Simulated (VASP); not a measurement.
# C (R-3m) in VASP: single point with PBE+D3(BJ)

Aim: the single point of C with PBE+D3(BJ).

Program: VASP 6.6.1. These are calculated values, not measurements. Logs are shortened: lines on timing, memory, paths and dates and some standing lists are left out, and cuts for length are marked.

## 1. The cell of the first run

It takes space group R-3m (No. 166, trigonal). The conventional cell has a = 2.465 Å, b = 2.465 Å, c = 40.431 Å, α = 90.00°, β = 90.00°, γ = 120.00°. Within 1.9 Å of C (site symmetry 3m) lie 3 C at 1.42 Å. C (site symmetry 3m) has 3 C at 1.42 Å within 1.9 Å. Within 1.9 Å of C (site symmetry 3m) lie 3 C at 1.42 Å. Within 1.9 Å of C (site symmetry 3m) lie 3 C at 1.42 Å.

## 2. Single point, PBE+D3(BJ) (the part above a cut slid along it)

INCAR

```
SYSTEM = C
PREC = Accurate ; ENCUT = 520
EDIFF = 1E-6 ; ISMEAR = 0
SIGMA = 0.15 ; LREAL = .False.
LASPH = .True. ; NELM = 100
ALGO = Normal ; ISIF = 2
LWAVE = .False. ; LCHARG = .True.
GGA = PE ; IVDW = 12
LELF = .True. ; LVHAR = .True.
NBANDS = 26
```

KPOINTS

```
Automatic mesh
0
Gamma
  22 22 4
  0 0 0
```

POSCAR

```
C
1.0
   -1.2324898335     -2.1347350114      0.0000000000
    1.2324898335     -2.1347350114      0.0000000000
    0.0000000000     -2.8464556642     13.4768657407
C
8
Direct
    0.4166708350      0.4166708350      0.8749500000
    0.7500208350      0.7500208350      0.3749500000
   -0.0833041650     -0.0833041650      0.1249500000
   -0.4166541650     -0.4166541650      0.6249500000
    0.0833375017      0.0833375017      0.8749500000
    0.4166875017      0.4166875017      0.3749500000
    0.2500291683      0.2500291683      0.1249500000
   -0.0833208317     -0.0833208317      0.6249500000
```

Potentials or basis: VASP PAW PBE potentials, release 64 (C).

Run with:

```
$ cat potpaw_PBE.64/C/POTCAR > POTCAR
$ mpirun -np 1 vasp_std > vasp.out
```

OUTCAR:

```text
SYSTEM = C
   PREC = Accurate
   ENCUT = 520
   EDIFF = 1E-6
   ISMEAR = 0
   LREAL = .False.
   LASPH = .True.
   NELM = 100
   ISIF = 2
   GGA = PE
   IVDW = 12
 IVDW          = 12

 ion  position               nearest neighbor table
   1  0.417  0.417  0.875-   5 1.42   5 1.42   5 1.42
   2  0.750  0.750  0.375-   6 1.42   6 1.42   6 1.42
   3  0.917  0.917  0.125-   7 1.42   7 1.42   7 1.42
   4  0.583  0.583  0.625-   8 1.42   8 1.42   8 1.42
   5  0.083  0.083  0.875-   1 1.42   1 1.42   1 1.42
   6  0.417  0.417  0.375-   2 1.42   2 1.42   2 1.42
   7  0.250  0.250  0.125-   3 1.42   3 1.42   3 1.42
   8  0.917  0.917  0.625-   4 1.42   4 1.42   4 1.42

  LATTYP: Found a trigonal (rhomboedric) cell.
 ALAT       =    13.5518075425
 COS(alpha) =     0.9834574310

  Lattice vectors:

 A1 = (   1.2324898335,  -0.7117206528,  13.4768657407)
 A2 = (   0.0000000000,   1.4230143586,  13.4768657407)
 A3 = (  -1.2324898335,  -0.7117206528,  13.4768657407)

Analysis of symmetry for initial positions (statically):
=====================================================================
 Subroutine PRICEL returns:
 Original cell was already a primitive cell.

 Routine SETGRP: Setting up the symmetry group for a
 trigonal (rhombohedral) supercell.

 Subroutine GETGRP returns: Found  4 space group operations
 (whereof  2 operations were pure point group operations)
 out of a pool of 12 trial point group operations.

The static configuration has the point symmetry C_1h.
 The point group associated with its full space group is C_2h.

Analysis of symmetry for dynamics (positions and initial velocities):
=====================================================================
 Subroutine PRICEL returns:
 Original cell was already a primitive cell.

 Routine SETGRP: Setting up the symmetry group for a
 trigonal (rhombohedral) supercell.

 Subroutine GETGRP returns: Found  4 space group operations
 (whereof  2 operations were pure point group operations)
 out of a pool of 12 trial point group operations.

The dynamic configuration has the point symmetry C_1h.
 The point group associated with its full space group is C_2h.

 Subroutine INISYM returns: Found  4 space group operations
 (whereof  2 operations are pure point group operations),
 and found     1 'primitive' translations

----------------------------------------------------------------------------------------

                                     Primitive cell

  volume of cell :      70.9163

  direct lattice vectors                    reciprocal lattice vectors
    -1.232489834 -2.134735011  0.000000000    -0.405682860 -0.234221108 -0.049469959
     1.232489834 -2.134735011  0.000000000     0.405682860 -0.234221108 -0.049469959
     0.000000000 -2.846455664 13.476865741     0.000000000  0.000000000  0.074201229

  length of vectors
     2.464979667  2.464979667 13.774186729     0.471047117  0.471047117  0.074201229

  position of ions in fractional coordinates (direct lattice)
     0.416670835  0.416670835  0.874950000
     0.750020835  0.750020835  0.374950000
     0.916695835  0.916695835  0.124950000
     0.583345835  0.583345835  0.624950000
     0.083337502  0.083337502  0.874950000
     0.416687502  0.416687502  0.374950000
     0.250029168  0.250029168  0.124950000
     0.916679168  0.916679168  0.624950000

  ion indices of the primitive-cell ions
   primitive index   ion index
                 1           1
                 2           2
                 3           3
                 4           4
                 5           5
                 6           6
                 7           7
                 8           8

----------------------------------------------------------------------------------------

 KPOINTS: Automatic mesh

Automatic generation of k-mesh.
 Grid dimensions read from file:
 generate k-points for:   22   22    4

 Generating k-lattice:

  Cartesian coordinates                     Fractional coordinates (reciprocal lattice)
    -0.018440130 -0.010646414 -0.002248635     0.045454545  0.000000000  0.000000000
     0.018440130 -0.010646414 -0.002248635     0.000000000  0.045454545  0.000000000
     0.000000000  0.000000000  0.018550307     0.000000000  0.000000000  0.250000000

  Length of vectors
     0.021411233  0.021411233  0.018550307

  Shift w.r.t. Gamma in fractional coordinates (k-lattice)
     0.000000000  0.000000000  0.000000000

 -----------------------------------------------------------------------------
|                                                                             |
|           W    W    AA    RRRRR   N    N  II  N    N   GGGG   !!!           |
|           W    W   A  A   R    R  NN   N  II  NN   N  G    G  !!!           |
|           W    W  A    A  R    R  N N  N  II  N N  N  G       !!!           |
|           W WW W  AAAAAA  RRRRR   N  N N  II  N  N N  G  GGG   !            |
|           WW  WW  A    A  R   R   N   NN  II  N   NN  G    G                |
|           W    W  A    A  R    R  N    N  II  N    N   GGGG   !!!           |
|                                                                             |
|     Your reciprocal lattice and k-lattice belong to different lattice       |
|     classes:                                                                |
|                                                                             |
|        The reciprocal lattice is rhombohedral (trigonal),                   |
|        whereas your k-lattice is base-centered monoclinic.                  |
|                                                                             |
|     Results are often still useful ...                                      |
|                                                                             |
 -----------------------------------------------------------------------------

 WARNING: IBZKPT: internal override: KBLOWUP is changed to .FALSE.
      ... skipping the blow-up phase ...

 Subroutine IBZKPT returns following result:
 ===========================================

 Found    519 irreducible k-points:

 Following reciprocal coordinates:
            Coordinates               Weight
  0.000000  0.000000  0.000000      1.000000
  0.045455  0.000000  0.000000      4.000000
  0.090909  0.000000  0.000000      4.000000
  0.136364 -0.000000 -0.000000      4.000000
  0.181818  0.000000  0.000000      4.000000
  0.227273 -0.000000  0.000000      4.000000
[... 16 lines left out ...]
  0.500000  0.045455 -0.000000      4.000000
 -0.454545  0.045455  0.000000      4.000000
 [... further k-points ...]
   k-points           NKPTS =    519   k-points in BZ     NKDIM =    519   number of bands    NBANDS=     26
   number of dos      NEDOS =    301   number of ions     NIONS =      8
   total plane-waves  NPLWV =  34992
   dimension x,y,z NGX =    18 NGY =   18 NGZ =  108
   dimension x,y,z NGXF=    36 NGYF=   36 NGZF=  216
   ions per type =               8
   NGX,Y,Z   is equivalent  to a cutoff of  12.14, 12.14, 13.03 a.u.
   NGXF,Y,Z  is equivalent  to a cutoff of  24.28, 24.28, 26.07 a.u.
 SYSTEM =  C
   PREC   = accura    normal or accurate (medium, high low for compatibility)
   ISTART =      0    job   : 0-new  1-cont  2-samecut
   ICHARG =      2    charge: 1-file 2-atom 10-const
   ISPIN  =      1    spin polarized calculation?
   LNONCOLLINEAR =      F non collinear calculations
   LSORBIT =      F    spin-orbit coupling
   LASPH  =      T    aspherical Exc in radial PAW
   ENCUT  =  520.0 eV  38.22 Ry    6.18 a.u.   4.58  4.58 25.61*2*pi/ulx,y,z
   NELM   =    100;   NELMIN=  2; NELMDL= -5     # of ELM steps
   EDIFF  = 0.1E-05   stopping-criterion for ELM
   LREAL  =      F    real-space projection
[... 7 lines left out ...]
   TEBEG  =    0.0;   TEEND  =   0.0 temperature during run
   PSTRESS=    0.0 pullay stress
   NELECT =      32.0000    total number of electrons
   NUPDOWN=      -1.0000    fix difference up-down
   EMIN   =  10.00;   EMAX   =-10.00  energy-range for DOS
   EFERMI =   0.00;   METHOD = LEGACY
   ISMEAR =     0;   SIGMA  =   0.15  broadening in eV -4-tet -1-fermi 0-gaus
   EFERMI_NEDOS =   21; number of points for ismear=-14 and -15
   IALGO  =     38    algorithm
   IMIX   =      4    mixing-type and parameters
     AMIX     =   0.40;   BMIX     =  1.00
     AMIX_MAG =   1.60;   BMIX_MAG =  1.00
  volume/ion in A,a.u.               =       8.86        59.82
  Fermi-wavevector in a.u.,A,eV,Ry     =   1.255672  2.372875 21.452459  1.576711
  Thomas-Fermi vector in A             =   2.389417
   LORBIT       =      0    0 simple, 1 ext, 2 COOP (PROOUT), +10 PAW based schemes
   GGA     = PE    functional components
   LHFCALC =     F    Hartree Fock is set to
   AEXX    =    0.0000 exact exchange contribution
   IVDW    =    12    specifies the selected vdW correction
   LEPSILON=     F    determine dielectric tensor
   LRPA    =     F    only Hartree local field effects (RPA)
 non-spin polarized calculation
 Gauss-broadening in eV      SIGMA  =   0.15
  energy-cutoff  :      520.00
  volume of cell :       70.92
 maximum number of plane-waves:      1940
   NGX =  9   NGY =  9   NGZ = 51

 number of electron      31.9999998 magnetization

 Free energy of the ion-electron system (eV)
  ---------------------------------------------------
  ext. energy  EPLUGINS =         0.00000000
  ---------------------------------------------------
  free energy    TOTEN  =       -73.67094661 eV

  energy without entropy =      -73.66910121  energy(sigma->0) =      -73.67002391

 E-fermi :   4.6733     XC(G=0): -10.2899

 val. band max:        4.6270772466   @ k =  -0.3182   0.3182   0.0000
 cond. band min:       4.7197183405   @ k =  -0.3182   0.3182   0.5000
 fundamental gap:      0.0926410939
 Fermi energy:         4.6732868719

 k-point     1 :       0.0000    0.0000    0.0000
  band No.  band energies     occupation
      1     -15.0030      2.00000
      2     -14.8624      2.00000
      3     -14.8616      2.00000
      4     -14.7119      2.00000
      5      -3.8533      2.00000
      6      -2.9849      2.00000
[... 685 lines left out ...]
     25      15.5786      0.00000
     26      16.3942      0.00000

 [... further k-points ...]

------------------------ aborting loop because EDIFF is reached ----------------------------------------

 Edisp (eV)   -1.24428

 E8    (eV) :    -0.3523

  FORCE on cell =-STRESS in cart. coord.  units (eV):
  Direction    XX          YY          ZZ          XY          YZ          ZX
  --------------------------------------------------------------------------------------
  -------------------------------------------------------------------------------------
  Total       0.25104     0.25081     0.26406     0.00000    -0.00034     0.00000
  in kB       5.67170     5.66636     5.96576     0.00000    -0.00765     0.00000
  external pressure =        5.77 kB  Pullay stress =        0.00 kB

 VOLUME and BASIS-vectors are now :
 -----------------------------------------------------------------------------
  energy-cutoff  :      520.00
  volume of cell :       70.92
      direct lattice vectors                 reciprocal lattice vectors
    -1.232489834 -2.134735011  0.000000000    -0.405682860 -0.234221108 -0.049469959
     1.232489834 -2.134735011  0.000000000     0.405682860 -0.234221108 -0.049469959
     0.000000000 -2.846455664 13.476865741     0.000000000  0.000000000  0.074201229

 POSITION                                       TOTAL-FORCE (eV/Angst)
 -----------------------------------------------------------------------------------
      0.00000     -4.26947     11.79158         0.000000      0.000004     -0.050120
      0.00000     -4.26947      5.05315         0.000000      0.000001     -0.001938
      0.00000     -4.26947      1.68393         0.000000     -0.000004      0.050120
      0.00000     -4.26947      8.42237         0.000000     -0.000001      0.001938
      0.00000     -2.84631     11.79158         0.000000      0.000007     -0.036572
      0.00000     -2.84631      5.05315         0.000000     -0.000003      0.000512
      0.00000     -1.42316      1.68393         0.000000     -0.000007      0.036572
      0.00000     -5.69263      8.42237         0.000000      0.000003     -0.000512
 -----------------------------------------------------------------------------------
    total drift:                               -0.000000     -0.000002     -0.000001

  FREE ENERGIE OF THE ION-ELECTRON SYSTEM (eV)
  ---------------------------------------------------
  free  energy   TOTEN  =       -74.9152238986 eV

  energy  without entropy=      -74.9133785043  energy(sigma->0) =      -74.91430120
```

Run time: 23 min. Hardware: 1 thread of Oxide Virtual Turin-like, shared host; peak memory 0.63 GiB.

Results:

| Item | Value |
| --- | --- |
| Free energy | -74.9152 eV |
| Pressure | 0.6 GPa |
| Largest force | 0.050 eV/Å |
| Dispersion energy per atom | -0.156 eV |

Forces on the atoms (eV/Å):
```
C    0.000  0.000 -0.050
C    0.000  0.000 -0.002
C    0.000  0.000  0.050
C    0.000  0.000  0.002
C    0.000  0.000 -0.037
C    0.000  0.000  0.001
C    0.000  0.000  0.037
C    0.000  0.000 -0.001
```

Caveat: the cell differs from its parent crystal (the part above a cut slid along it).
